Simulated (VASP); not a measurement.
# SnO (P4/nmm) in VASP: a series of runs

SnO is run at these levels: PBE, LDA; tasks: single point.

Everything below comes from runs of VASP 6.6.1. Logs are shortened: lines on timing, memory, paths and dates and some standing lists are left out, and cuts for length are marked.

## Step 1: The cell of the first run

The structure is tetragonal, space group P4/nmm (No. 129). Conventional cell: a = 3.814 Å, b = 3.814 Å, c = 4.887 Å, α = 90.00°, β = 90.00°, γ = 90.00°. Within 2.9 Å of Sn (site symmetry 4mm) lie 4 O at 2.23 Å. O (site symmetry -4m2) has 4 Sn at 2.23 Å and 4 O at 2.70 Å within 2.9 Å.

## Step 2: Single point, PBE

File INCAR:

```
PREC = Accurate
ENCUT = 520
EDIFF = 1E-6
ISMEAR = 0
SIGMA = 0.028000000000000004
LREAL = F
LASPH = T
NELM = 100
ALGO = Normal
ISIF = 2
LWAVE = F
LCHARG = T
GGA = PE
LELF = T
LVHAR = T
NBANDS = 28
```

File KPOINTS:

```
Automatic mesh
0
Gamma
  7 7 6
```

File POSCAR:

```
SnO
1.0
    3.8136952200      0.0000000000      0.0000000000
    0.0000000000      3.8136952200      0.0000000000
    0.0000000000      0.0000000000      4.8869133000
Sn O
2 2
Direct
    0.5000000000      0.0000000000      0.7646261400
    0.0000000000      0.5000000000      0.2353738600
    0.0000000000      0.0000000000      0.0000000000
    0.5000000000      0.5000000000      0.0000000000
```

Potentials or basis: VASP PAW PBE potentials, release 64 (Sn_d, O).

Launch:

```bash
$ cat potpaw_PBE.64/Sn_d/POTCAR potpaw_PBE.64/O/POTCAR > POTCAR
$ mpirun -np 1 vasp_std > vasp.out
```

OUTCAR:

```text
PREC = Accurate
   ENCUT = 520
   EDIFF = 1E-6
   ISMEAR = 0
   LREAL = F
   LASPH = T
   NELM = 100
   ISIF = 2
   GGA = PE

 ion  position               nearest neighbor table
   1  0.500  0.000  0.765-   3 2.23   4 2.23   4 2.23   3 2.23   2 3.54   2 3.54   2 3.54   2 3.54
                             2 3.74   2 3.74   2 3.74   2 3.74
   2  0.000  0.500  0.235-   3 2.23   4 2.23   3 2.23   4 2.23   1 3.54   1 3.54   1 3.54   1 3.54
                             1 3.74   1 3.74   1 3.74   1 3.74
   3  0.000  0.000  0.000-   1 2.23   2 2.23   2 2.23   1 2.23
   4  0.500  0.500  0.000-   1 2.23   2 2.23   1 2.23   2 2.23

  LATTYP: Found a simple tetragonal cell.
 ALAT       =     3.8136952200
 C/A-ratio  =     1.2814116016

  Lattice vectors:

 A1 = (   3.8136952200,   0.0000000000,   0.0000000000)
 A2 = (   0.0000000000,   3.8136952200,   0.0000000000)
 A3 = (   0.0000000000,   0.0000000000,   4.8869133000)

Analysis of symmetry for initial positions (statically):
=====================================================================
 Subroutine PRICEL returns:
 Original cell was already a primitive cell.

 Routine SETGRP: Setting up the symmetry group for a
 simple tetragonal supercell.

 Subroutine GETGRP returns: Found 16 space group operations
 (whereof  8 operations were pure point group operations)
 out of a pool of 16 trial point group operations.

The static configuration has the point symmetry D_2d.
 The point group associated with its full space group is D_4h.

Analysis of symmetry for dynamics (positions and initial velocities):
=====================================================================
 Subroutine PRICEL returns:
 Original cell was already a primitive cell.

 Routine SETGRP: Setting up the symmetry group for a
 simple tetragonal supercell.

 Subroutine GETGRP returns: Found 16 space group operations
 (whereof  8 operations were pure point group operations)
 out of a pool of 16 trial point group operations.

The dynamic configuration has the point symmetry D_2d.
 The point group associated with its full space group is D_4h.

 Subroutine INISYM returns: Found 16 space group operations
 (whereof  8 operations are pure point group operations),
 and found     1 'primitive' translations

----------------------------------------------------------------------------------------

                                     Primitive cell

  volume of cell :      71.0766

  direct lattice vectors                    reciprocal lattice vectors
     3.813695220  0.000000000  0.000000000     0.262212878  0.000000000  0.000000000
     0.000000000  3.813695220  0.000000000     0.000000000  0.262212878  0.000000000
     0.000000000  0.000000000  4.886913300     0.000000000  0.000000000  0.204628144

  length of vectors
     3.813695220  3.813695220  4.886913300     0.262212878  0.262212878  0.204628144

  position of ions in fractional coordinates (direct lattice)
     0.500000000  0.000000000  0.764626140
     0.000000000  0.500000000  0.235373860
     0.000000000  0.000000000  0.000000000
     0.500000000  0.500000000  0.000000000

  ion indices of the primitive-cell ions
   primitive index   ion index
                 1           1
                 2           2
                 3           3
                 4           4

----------------------------------------------------------------------------------------

 KPOINTS: Automatic mesh

Automatic generation of k-mesh.
 Grid dimensions read from file:
 generate k-points for:    7    7    6

 Generating k-lattice:

  Cartesian coordinates                     Fractional coordinates (reciprocal lattice)
     0.037458983  0.000000000  0.000000000     0.142857143  0.000000000  0.000000000
     0.000000000  0.037458983  0.000000000     0.000000000  0.142857143  0.000000000
     0.000000000  0.000000000  0.034104691     0.000000000  0.000000000  0.166666667

  Length of vectors
     0.037458983  0.037458983  0.034104691

  Shift w.r.t. Gamma in fractional coordinates (k-lattice)
     0.000000000  0.000000000  0.000000000

 Subroutine IBZKPT returns following result:
 ===========================================

 Found     40 irreducible k-points:

 Following reciprocal coordinates:
            Coordinates               Weight
  0.000000  0.000000  0.000000      1.000000
  0.142857  0.000000  0.000000      4.000000
  0.285714  0.000000  0.000000      4.000000
  0.428571  0.000000  0.000000      4.000000
  0.142857  0.142857  0.000000      4.000000
  0.285714  0.142857  0.000000      8.000000
[... 16 lines left out ...]
  0.285714  0.000000  0.333333      8.000000
  0.428571  0.000000  0.333333      8.000000
 [... further k-points ...]
   k-points           NKPTS =     40   k-points in BZ     NKDIM =     40   number of bands    NBANDS=     28
   number of dos      NEDOS =    301   number of ions     NIONS =      4
   total plane-waves  NPLWV =  28224
   dimension x,y,z NGX =    28 NGY =   28 NGZ =   36
   dimension x,y,z NGXF=    56 NGYF=   56 NGZF=   72
   ions per type =               2   2
   NGX,Y,Z   is equivalent  to a cutoff of  12.21, 12.21, 12.25 a.u.
   NGXF,Y,Z  is equivalent  to a cutoff of  24.41, 24.41, 24.49 a.u.
 SYSTEM =  unknown system
   PREC   = accura    normal or accurate (medium, high low for compatibility)
   ISTART =      0    job   : 0-new  1-cont  2-samecut
   ICHARG =      2    charge: 1-file 2-atom 10-const
   ISPIN  =      1    spin polarized calculation?
   LNONCOLLINEAR =      F non collinear calculations
   LSORBIT =      F    spin-orbit coupling
   LASPH  =      T    aspherical Exc in radial PAW
   ENCUT  =  520.0 eV  38.22 Ry    6.18 a.u.   7.09  7.09  9.09*2*pi/ulx,y,z
   NELM   =    100;   NELMIN=  2; NELMDL= -5     # of ELM steps
   EDIFF  = 0.1E-05   stopping-criterion for ELM
   LREAL  =      F    real-space projection
   EDIFFG = 0.1E-04   stopping-criterion for IOM
   NSW    =      0    number of steps for IOM
   IBRION =     -1    ionic relax: 0-MD 1-quasi-New 2-CG
   NFREE  =      0    steps in history (QN), initial steepest desc. (CG)
   ISIF   =      2    stress and relaxation
   ISYM   =      2    0-nonsym 1-usesym 2-fastsym
   POTIM  = 0.5000    time-step for ionic-motion
   TEBEG  =    0.0;   TEEND  =   0.0 temperature during run
   PSTRESS=    0.0 pullay stress
   NELECT =      40.0000    total number of electrons
   NUPDOWN=      -1.0000    fix difference up-down
   EMIN   =  10.00;   EMAX   =-10.00  energy-range for DOS
   EFERMI =   0.00;   METHOD = LEGACY
   ISMEAR =     0;   SIGMA  =   0.03  broadening in eV -4-tet -1-fermi 0-gaus
   EFERMI_NEDOS =   21; number of points for ismear=-14 and -15
   IALGO  =     38    algorithm
   IMIX   =      4    mixing-type and parameters
     AMIX     =   0.40;   BMIX     =  1.00
     AMIX_MAG =   1.60;   BMIX_MAG =  1.00
  volume/ion in A,a.u.               =      17.77       119.91
  Fermi-wavevector in a.u.,A,eV,Ry     =   1.351614  2.554180 24.855939  1.826860
  Thomas-Fermi vector in A             =   2.479021
   LORBIT       =      0    0 simple, 1 ext, 2 COOP (PROOUT), +10 PAW based schemes
   GGA     = PE    functional components
   LHFCALC =     F    Hartree Fock is set to
   AEXX    =    0.0000 exact exchange contribution
   IVDW    =     0    specifies the selected vdW correction
   LEPSILON=     F    determine dielectric tensor
   LRPA    =     F    only Hartree local field effects (RPA)
 non-spin polarized calculation
 Gauss-broadening in eV      SIGMA  =   0.03
  energy-cutoff  :      520.00
  volume of cell :       71.08
 maximum number of plane-waves:      1930
   NGX = 15   NGY = 15   NGZ = 19

 number of electron      39.9999978 magnetization

 Free energy of the ion-electron system (eV)
  ---------------------------------------------------
  ext. energy  EPLUGINS =         0.00000000
  ---------------------------------------------------
  free energy    TOTEN  =       -22.68522962 eV

  energy without entropy =      -22.68522962  energy(sigma->0) =      -22.68522962

 E-fermi :   7.1310     XC(G=0): -10.1723

 val. band max:        7.0075697425   @ k =   0.0000   0.0000   0.0000
 cond. band min:       7.3920719910   @ k =   0.4286   0.4286   0.0000
 fundamental gap:      0.3845022485
 Fermi energy:         7.1309514300

 k-point     1 :       0.0000    0.0000    0.0000
  band No.  band energies     occupation
      1     -14.9955      2.00000
      2     -14.5602      2.00000
      3     -14.5600      2.00000
      4     -14.5600      2.00000
      5     -14.5179      2.00000
      6     -14.5078      2.00000
[... 20 lines left out ...]
     27      13.7936      0.00000
     28      14.2240      0.00000

 k-point     2 :       0.1429    0.0000    0.0000
  band No.  band energies     occupation
      1     -14.9846      2.00000
      2     -14.5660      2.00000
      3     -14.5561      2.00000
      4     -14.5556      2.00000
      5     -14.5214      2.00000
      6     -14.5199      2.00000
[... 20 lines left out ...]
     27      14.0367      0.00000
     28      15.6885      0.00000

 k-point     3 :       0.2857    0.0000    0.0000
  band No.  band energies     occupation
      1     -14.9539      2.00000
      2     -14.6902      2.00000
      3     -14.5448      2.00000
      4     -14.5445      2.00000
      5     -14.5243      2.00000
      6     -14.5238      2.00000
[... 20 lines left out ...]
     27      14.4082      0.00000
     28      17.8920      0.00000

 k-point     4 :       0.4286    0.0000    0.0000
  band No.  band energies     occupation
      1     -14.9015      2.00000
      2     -14.8156      2.00000
      3     -14.5341      2.00000
      4     -14.5294      2.00000
      5     -14.5285      2.00000
      6     -14.5198      2.00000
[... 578 lines left out ...]
     27      14.7488      0.00000
     28      15.8733      0.00000

 k-point    23 :       0.2857    0.0000    0.3333
  band No.  band energies     occupation
      1     -14.9519      2.00000
      2     -14.7102      2.00000
      3     -14.5535      2.00000
      4     -14.5304      2.00000
      5     -14.5294      2.00000
      6     -14.5278      2.00000
[... 20 lines left out ...]
     27      15.2347      0.00000
     28      17.3540      0.00000

 k-point    24 :       0.4286    0.0000    0.3333
  band No.  band energies     occupation
      1     -14.9080      2.00000
      2     -14.8301      2.00000
      3     -14.5554      2.00000
      4     -14.5473      2.00000
      5     -14.5218      2.00000
      6     -14.5184      2.00000
[... 20 lines left out ...]
     27      15.8071      0.00000
     28      16.6623      0.00000

 [... further k-points ...]
[... 5 lines left out ...]
  --------------------------------------------------------------------------------------
  -------------------------------------------------------------------------------------
  Total        1.8369362      1.8369362      1.4280034      0.0000000      0.0000000      0.0000000
  in kB       41.4074084     41.4074084     32.1894260      0.0000000      0.0000000      0.0000000
  external PRESSURE =      38.3347476 kB  Pullay stress =       0.0000000 kB

 VOLUME and BASIS-vectors are now :
 -----------------------------------------------------------------------------
  energy-cutoff  :      520.00
  volume of cell :       71.08
      direct lattice vectors                 reciprocal lattice vectors
     3.813695220  0.000000000  0.000000000     0.262212878  0.000000000  0.000000000
     0.000000000  3.813695220  0.000000000     0.000000000  0.262212878  0.000000000
     0.000000000  0.000000000  4.886913300     0.000000000  0.000000000  0.204628144

 POSITION                                       TOTAL-FORCE (eV/Angst)
 -----------------------------------------------------------------------------------
      1.90685      0.00000      3.73666         0.000000      0.000000     -0.455034
      0.00000      1.90685      1.15025        -0.000000      0.000000      0.455034
      0.00000      0.00000      0.00000        -0.000000     -0.000000      0.000000
      1.90685      1.90685      0.00000        -0.000000      0.000000      0.000000
 -----------------------------------------------------------------------------------
    total drift:                                0.000000      0.000000      0.000000

  FREE ENERGIE OF THE ION-ELECTRON SYSTEM (eV)
  ---------------------------------------------------
  free  energy   TOTEN  =       -22.6852296181 eV

  energy  without entropy=      -22.6852296181  energy(sigma->0) =      -22.68522962
```

Run time: 29 s. Hardware: 1 thread of Intel Xeon 6975P-C (Granite Rapids), shared host; peak memory 0.21 GiB.

Results:

| Property | Result |
| --- | --- |
| Free energy | -22.6852 eV |
| Pressure | 3.8 GPa |
| Largest force | 0.455 eV/Å |
| Band gap on the k mesh | 0.38 eV, indirect (least direct gap 2.05 eV) |

Forces on the atoms (eV/Å):
```
Sn   0.000  0.000 -0.455
Sn   0.000  0.000  0.455
O    0.000  0.000  0.000
O    0.000  0.000  0.000
```

Caveat: spin-orbit coupling is left out, which moves the levels of the heavy elements. A k mesh can miss the band edges.

## Step 3: Single point, LDA (volume scaled by 0.94)

File INCAR:

```
  PREC = Accurate
  ENCUT = 520
  EDIFF = 1E-7
  ISMEAR = -1
  SIGMA = 0.05
  LREAL = False
  LASPH = True
  NELM = 60
  ALGO = Normal
  ISIF = 2
  LWAVE = False
  LCHARG = False
  GGA = CA
  NBANDS = 28
```

File KPOINTS:

```
regular mesh
0
Gamma
  7 7 6
```

File POSCAR:

```
SnO
1.0
    3.7358428604      0.0000000000      0.0000000000
    0.0000000000      3.7358428604      0.0000000000
    0.0000000000      0.0000000000      4.7871523832
Sn O
2 2
Direct
    0.5000000000      0.0000000000      0.7646261400
    0.0000000000      0.5000000000      0.2353738600
    0.0000000000      0.0000000000      0.0000000000
    0.5000000000      0.5000000000      0.0000000000
```

Potentials or basis: VASP PAW LDA potentials, release 64 (Sn_d, O).

Launch:

```bash
$ cat potpaw_LDA.64/Sn_d/POTCAR potpaw_LDA.64/O/POTCAR > POTCAR
$ mpirun -np 1 vasp_std > vasp.out
```

Wall time 25 s (1 thread of Intel Xeon 6975P-C (Granite Rapids), shared host); peak memory 0.18 GiB.

The run converged. Its results:

```yaml
Free_energy: -25.6908 eV
Pressure: 3.4 GPa
Largest_force: 0.792 eV/Å
Band_gap_on_the_k_mesh: 0.23 eV, indirect (least direct gap 1.95 eV)
```

Forces in eV/Å, atoms in the order of the input:
```
Sn   0.000  0.000 -0.792
Sn   0.000  0.000  0.792
O    0.000  0.000  0.000
O    0.000  0.000  0.000
```

Stress tensor (GPa, compression positive):
```
3.76 0.00 0.00
0.00 3.76 0.00
0.00 0.00 2.61
```

Levels at points of the mesh, in eV from the valence-band top:
| k point | band 16 | band 17 | band 18 | band 19 | band 20 | band 21 | band 22 | band 23 | band 24 | band 25 |
| --- | --- | --- | --- | --- | --- | --- | --- | --- | --- | --- |
| (0.00, 0.00, 0.00) | -6.85 | -3.85 | -3.56 | -3.56 | 0.00 | 2.15 | 4.07 | 4.80 | 4.80 | 5.63 |
| (0.00, 0.00, 0.50) | -3.92 | -3.58 | -3.58 | -3.01 | -2.46 | 1.44 | 2.90 | 2.90 | 3.72 | 7.77 |

Caveat: spin-orbit coupling is left out, which moves the levels of the heavy elements. A k mesh can miss the band edges.

[end of part 1 of 2]
